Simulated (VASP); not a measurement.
# Mg2Sn (Fm-3m) in VASP: notebook, part 2 of 2

VASP 6.6.1.

### 3 Single point, r2SCAN

This run uses another cell than the first one, of 23.91 Å³/atom.

The input, POSCAR:

```
Mg2Sn
1.0
    0.0000000000      3.2977699296      3.2977699296
    3.2977699296      0.0000000000      3.2977699296
    3.2977699296      3.2977699296      0.0000000000
Mg Sn
2 1
Direct
    0.2500000000      0.2500000000      0.2500000000
    0.7500000000      0.7500000000      0.7500000000
    0.0000000000      0.0000000000      0.0000000000
```

The input, INCAR.step1:

```
PREC = Accurate
ENCUT = 660
ISMEAR = 0
SIGMA = 0.01
LREAL = F
LASPH = T
NELM = 120
NBANDS = 16
GGA = PE
ALGO = Normal
EDIFF = 1E-5
LWAVE = T
LCHARG = F
GGA_COMPAT = F
```

The input, INCAR.step2:

```
PREC = Accurate
ENCUT = 660
EDIFF = 1E-6
ISMEAR = 0
SIGMA = 0.01
LREAL = F
LASPH = T
NELM = 120
ALGO = Normal
ISIF = 2
LWAVE = F
LCHARG = F
METAGGA = R2SCAN
LMIXTAU = T
NBANDS = 16
ISTART = 1
GGA_COMPAT = F
```

The input, KPOINTS:

```
regular mesh
0
Gamma
  12 12 12
```

Potentials or basis: VASP PAW PBE potentials, release 64 (Mg, Sn_d).

Started as:

```console
$ cat potpaw_PBE.64/Mg/POTCAR potpaw_PBE.64/Sn_d/POTCAR > POTCAR
$ cp INCAR.step1 INCAR
$ mpirun -np 1 vasp_std > vasp.out
$ cp INCAR.step2 INCAR
$ mpirun -np 1 vasp_std > vasp.out
```

Wall time 3.1 min (1 thread of Intel Xeon 6975P-C (Granite Rapids), shared host); peak memory 0.34 GiB.

Results (log left out):

```yaml
Free_energy: -33.7740 eV
Pressure: 3.8 GPa
Band_gap_on_the_k_mesh: 0.31 eV (least direct gap 2.35 eV)
```

Levels at points of the mesh, in eV from the valence-band top:
```tsv
k point	band 7	band 8	band 9	band 10	band 11	band 12
(0.00, 0.00, 0.00)	0.00	0.00	0.00	2.46	2.53	2.53
(0.50, 0.00, 0.00)	-5.22	-0.92	-0.92	1.43	2.55	2.55
(0.50, 0.50, 0.00)	-4.94	-2.33	-2.33	0.31	0.34	8.12
```

Caveat: the cell stands under pressure; semilocal functionals underestimate gaps, and a narrow one can read as zero; the PAW data sets were made with another functional, which shifts forces and pressure a little; spin-orbit coupling is left out, which moves the levels of the heavy elements. A k mesh can miss the band edges.

### 4 Single point, r2SCAN

This run uses another cell than the first one, of 24.77 Å³/atom.

The input, POSCAR:

```
Mg2Sn
1.0
    0.0000000000      3.3366635293      3.3366635293
    3.3366635293      0.0000000000      3.3366635293
    3.3366635293      3.3366635293      0.0000000000
Mg Sn
2 1
Direct
    0.2500000000      0.2500000000      0.2500000000
    0.7500000000      0.7500000000      0.7500000000
    0.0000000000      0.0000000000      0.0000000000
```

The input, INCAR.step1:

```
ALGO = Normal
EDIFF = 1E-5
ENCUT = 660
GGA = PE
GGA_COMPAT = F
ISMEAR = 0
LASPH = T
LCHARG = F
LREAL = F
LWAVE = T
NBANDS = 16
NELM = 120
PREC = Accurate
SIGMA = 0.01
```

The input, INCAR.step2:

```
ALGO = Normal
EDIFF = 1E-6
ENCUT = 660
GGA_COMPAT = F
ISIF = 2
ISMEAR = 0
ISTART = 1
LASPH = T
LCHARG = T
LELF = T
LMIXTAU = T
LREAL = F
LVHAR = T
LWAVE = F
METAGGA = R2SCAN
NBANDS = 16
NELM = 120
PREC = Accurate
SIGMA = 0.01
```

The input, KPOINTS:

```
k-points
0
Gamma
  12 12 12
```

Started as:

```console
$ cat potpaw_PBE.64/Mg/POTCAR potpaw_PBE.64/Sn_d/POTCAR > POTCAR
$ cp INCAR.step1 INCAR
$ mpirun -np 1 vasp_std > vasp.out
$ cp INCAR.step2 INCAR
$ mpirun -np 1 vasp_std > vasp.out
```

Wall time 2.5 min (1 thread of Intel Xeon 6975P-C (Granite Rapids), shared host); peak memory 0.34 GiB.

Results (log left out):

| Item | Value |
| --- | --- |
| Free energy | -33.8177 eV |
| Pressure | 1.8 GPa |

Levels at points of the mesh, in eV from the Fermi level:
```csv
k point,band 6,band 7,band 8,band 9,band 10,band 11,band 12,band 13
"(0.00, 0.00, 0.00)",-9.82,-0.14,-0.14,-0.14,2.10,2.32,2.32,2.32
"(0.50, 0.00, 0.00)",-8.41,-5.24,-1.04,-1.04,1.14,2.38,2.38,4.47
"(0.50, 0.50, 0.00)",-7.84,-4.97,-2.41,-2.41,0.11,0.24,7.90,7.95
```

Caveat: the PAW data sets were made with another functional, which shifts forces and pressure a little; spin-orbit coupling is left out, which moves the levels of the heavy elements.

### 5 Single point, r2SCAN

This run uses another cell than the first one, of 25.23 Å³/atom.

The input, POSCAR:

```
Mg2Sn
1.0
    0.0000000000      3.3574975549      3.3574975549
    3.3574975549      0.0000000000      3.3574975549
    3.3574975549      3.3574975549      0.0000000000
Mg Sn
2 1
Direct
    0.2500000000      0.2500000000      0.2500000000
    0.7500000000      0.7500000000      0.7500000000
    0.0000000000      0.0000000000      0.0000000000
```

The input, INCAR.step1:

```
SYSTEM = Mg2Sn
  PREC = Accurate
  ENCUT = 660
  ISMEAR = 0
  SIGMA = 0.01
  LREAL = .FALSE.
  LASPH = .TRUE.
  NELM = 120
  NBANDS = 16
  GGA = PE
  ALGO = Normal
  EDIFF = 1E-5
  LWAVE = .TRUE.
  LCHARG = .FALSE.
  GGA_COMPAT = .FALSE.
```

The input, INCAR.step2:

```
SYSTEM = Mg2Sn
  PREC = Accurate
  ENCUT = 660
  EDIFF = 1E-6
  ISMEAR = 0
  SIGMA = 0.01
  LREAL = .FALSE.
  LASPH = .TRUE.
  NELM = 120
  ALGO = Normal
  ISIF = 2
  LWAVE = .FALSE.
  LCHARG = .FALSE.
  METAGGA = R2SCAN
  LMIXTAU = .TRUE.
  NBANDS = 16
  ISTART = 1
  GGA_COMPAT = .FALSE.
```

The input, KPOINTS:

```
Automatic mesh
0
G
  12 12 12
  0 0 0
```

Potentials or basis: VASP PAW PBE potentials, release 64 (Mg, Sn_d).

Started as:

```console
$ cat potpaw_PBE.64/Mg/POTCAR potpaw_PBE.64/Sn_d/POTCAR > POTCAR
$ cp INCAR.step1 INCAR
$ mpirun -np 1 vasp_std > vasp.out
$ cp INCAR.step2 INCAR
$ mpirun -np 1 vasp_std > vasp.out
```

OUTCAR:

```text
SYSTEM = Mg2Sn
   PREC = Accurate
   ENCUT = 660
   EDIFF = 1E-6
   ISMEAR = 0
   LREAL = .FALSE.
   LASPH = .TRUE.
   NELM = 120
   ISIF = 2
   METAGGA = R2SCAN
   ISTART = 1

 ion  position               nearest neighbor table
   1  0.250  0.250  0.250-   3 2.91   3 2.91   3 2.91   3 2.91   2 3.36   2 3.36   2 3.36   2 3.36
                             2 3.36   2 3.36
   2  0.750  0.750  0.750-   3 2.91   3 2.91   3 2.91   3 2.91   1 3.36   1 3.36   1 3.36   1 3.36
                             1 3.36   1 3.36
   3  0.000  0.000  0.000-   2 2.91   2 2.91   2 2.91   1 2.91   2 2.91   1 2.91   1 2.91   1 2.91

[... 647 lines left out ...]

 [... further k-points ...]
[... 5 lines left out ...]
  --------------------------------------------------------------------------------------
  -------------------------------------------------------------------------------------
  Total        0.3814790      0.3814790      0.3814790      0.0000000      0.0000000     -0.0000000
  in kB        8.0742863      8.0742863      8.0742863      0.0000000      0.0000000     -0.0000000
  external PRESSURE =       8.0742863 kB  Pullay stress =       0.0000000 kB

 VOLUME and BASIS-vectors are now :
 -----------------------------------------------------------------------------
  energy-cutoff  :      660.00
  volume of cell :       75.70
      direct lattice vectors                 reciprocal lattice vectors
     0.000000000  3.357497555  3.357497555    -0.148920436  0.148920436  0.148920436
     3.357497555  0.000000000  3.357497555     0.148920436 -0.148920436  0.148920436
     3.357497555  3.357497555  0.000000000     0.148920436  0.148920436 -0.148920436

 POSITION                                       TOTAL-FORCE (eV/Angst)
 -----------------------------------------------------------------------------------
      1.67875      1.67875      1.67875         0.000000      0.000000      0.000000
      5.03625      5.03625      5.03625        -0.000000     -0.000000     -0.000000
      0.00000      0.00000      0.00000         0.000000     -0.000000      0.000000
 -----------------------------------------------------------------------------------
    total drift:                               -0.000000      0.000000      0.000000

  FREE ENERGIE OF THE ION-ELECTRON SYSTEM (eV)
  ---------------------------------------------------
  free  energy   TOTEN  =       -33.8287306639 eV

  energy  without entropy=      -33.8287306639  energy(sigma->0) =      -33.82873066
```

OSZICAR.step1:

```text
N       E                     dE             d eps       ncg     rms          rms(c)
DAV:   1     0.102819081384E+03    0.10282E+03   -0.94055E+03  2320   0.139E+03
DAV:   2     0.744830579049E+00   -0.10207E+03   -0.99097E+02  2464   0.338E+02
DAV:   3    -0.748243868226E+01   -0.82273E+01   -0.82015E+01  3112   0.794E+01
DAV:   4    -0.769736688251E+01   -0.21493E+00   -0.21490E+00  2648   0.135E+01
DAV:   5    -0.770627221143E+01   -0.89053E-02   -0.89053E-02  3472   0.249E+00    0.328E+00
DAV:   6    -0.747722444855E+01    0.22905E+00   -0.20084E-01  2840   0.181E+00    0.183E+00
DAV:   7    -0.741410817554E+01    0.63116E-01   -0.18921E-01  2880   0.260E+00    0.459E-01
DAV:   8    -0.741565073976E+01   -0.15426E-02   -0.16281E-02  2880   0.142E+00    0.193E-01
DAV:   9    -0.741588625156E+01   -0.23551E-03   -0.16656E-03  3008   0.453E-01    0.524E-02
DAV:  10    -0.741583063979E+01    0.55612E-04   -0.18793E-04  2800   0.855E-02    0.221E-02
DAV:  11    -0.741584002710E+01   -0.93873E-05   -0.56870E-05  2488   0.616E-02
   1 F= -.74158400E+01 E0= -.74158197E+01  d E =-.406105E-04
```

It took 2.8 min on 1 thread of Intel Xeon 6975P-C (Granite Rapids), shared host; peak memory 0.34 GiB.

Results:

```
Free energy : -33.8287 eV
Pressure    : 0.8 GPa
```

Caveat: the PAW data sets were made with another functional, which shifts forces and pressure a little; spin-orbit coupling is left out, which moves the levels of the heavy elements.

### 6 Summary

```tsv
cell	pressure (GPa)
a = 4.595 Å, angles 60.0°, 3 atoms	6.8
a = 4.664 Å, angles 60.0°, 3 atoms	3.8
a = 4.719 Å, angles 60.0°, 3 atoms	1.8
a = 4.748 Å, angles 60.0°, 3 atoms	0.8
```

Alike in all rows: task single point; level r2SCAN; potentials or basis VASP PAW PBE potentials, release 64 (Mg, Sn_d); no spin polarisation; k mesh 12 × 12 × 12; cutoff (eV) 660; smearing gaussian 0.01 eV.

Caveats: the PAW data sets were made with another functional, which shifts forces and pressure a little; spin-orbit coupling is left out, which moves the levels of the heavy elements; the cell stands under pressure (at least some runs); semilocal functionals underestimate gaps, and a narrow one can read as zero (at least some runs).

Total energies depend on the potentials used, so only differences within one code and one set of settings carry meaning.
